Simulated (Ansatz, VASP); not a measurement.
LaTe4: VASP beside Ansatz

The input INCAR:

```
ALGO     = Normal         # electronic algorithm
EDIFF    = 1E-7           # SCF threshold, eV
EDIFFG   = -0.04          # ionic threshold
ENCUT    = 600            # plane-wave cutoff, eV
GGA      = PE             # functional
IBRION   = 2              # ionic algorithm
ISIF     = 3              # what is computed and relaxed
ISMEAR   = 0              # smearing method
LASPH    = T              # aspherical terms in the spheres
LCHARG   = F              # write CHGCAR
LREAL    = F              # projectors in reciprocal space
LWAVE    = F              # write WAVECAR
NELM     = 80             # most SCF steps
NSW      = 90             # ionic steps
PREC     = Accurate       # precision mode
SIGMA    = 0.1            # smearing width, eV
```

File KPOINTS:

```
k-points
0
Gamma
  4 4 4
```

The input POSCAR:

```
LaTe4
1.0
   -3.5609632900      3.5609632900      3.5609632900
    3.5609632900     -3.5609632900      3.5609632900
    3.5609632900      3.5609632900     -3.5609632900
La Te
1 4
Direct
    0.0000000000      0.0000000000      0.0000000000
    0.5000000000      0.5000000000      0.5000000000
    0.0000000000      0.0000000000      0.5000000000
    0.0000000000      0.5000000000      0.0000000000
    0.5000000000      0.0000000000      0.0000000000
```

Input for Ansatz:

```yaml
crystal:
  lattice:
    - [-3.56096329, 3.56096329, 3.56096329]
    - [3.56096329, -3.56096329, 3.56096329]
    - [3.56096329, 3.56096329, -3.56096329]
  atoms:
    - { symbol: La, position: [0.0, 0.0, 0.0] }
    - { symbol: Te, position: [0.5, 0.5, 0.5] }
    - { symbol: Te, position: [0.0, 0.0, 0.5] }
    - { symbol: Te, position: [0.0, 0.5, 0.0] }
    - { symbol: Te, position: [0.5, 0.0, 0.0] }
basis:
  ecutwfc: 420
kpoints:
  mp_grid: { grid: [4, 4, 4] }
hamiltonian:
  xc: pbe
scf:
  occupations: { method: gaussian, width: 0.1 }
  lower_state_search: "off"
output:
  forces: true
  stress: true
  eigenvalues: true
relax:
  adjacent_minimum: "off"
  f_tol: 0.04
  max_steps: 70
  cell: { stress_tol: 0.4 }
```

Alike in both runs: task relaxation of cell and atoms; functional PBE; k mesh 4 × 4 × 4; occupations gaussian, width 0.1 eV; no spin polarisation.

```csv
,VASP,Ansatz
version,VASP 6.6.1,Ansatz 0.2.0
potentials or method,"VASP PAW PBE potentials, release 64 (La, Te), cutoff 600 eV","scalar-relativistic, plane waves, PAW"
valence electrons in the cell,35,75
```

Ansatz gave:

| Item | Value |
| --- | --- |
| gap on the k mesh at the Fermi level, each at its own relaxed structure (eV) | none |
| relaxed volume (Å³/atom) | 39.11 |
| relaxed cell length with the largest relative difference (Å) | 6.333 |

**Question.** Estimate VASP's values.

**Answer.** gap on the k mesh at the Fermi level, each at its own relaxed structure (eV): none; relaxed volume (Å³/atom): 38.92; relaxed cell length with the largest relative difference (Å): 6.323.

A gap of «none» marks a metal or a gap that the smearing closes. VASP's potentials hold 35 valence electrons a cell and Ansatz's 75, so a difference there can come from the potentials and not from the codes.

Neither program's run includes spin-orbit coupling.
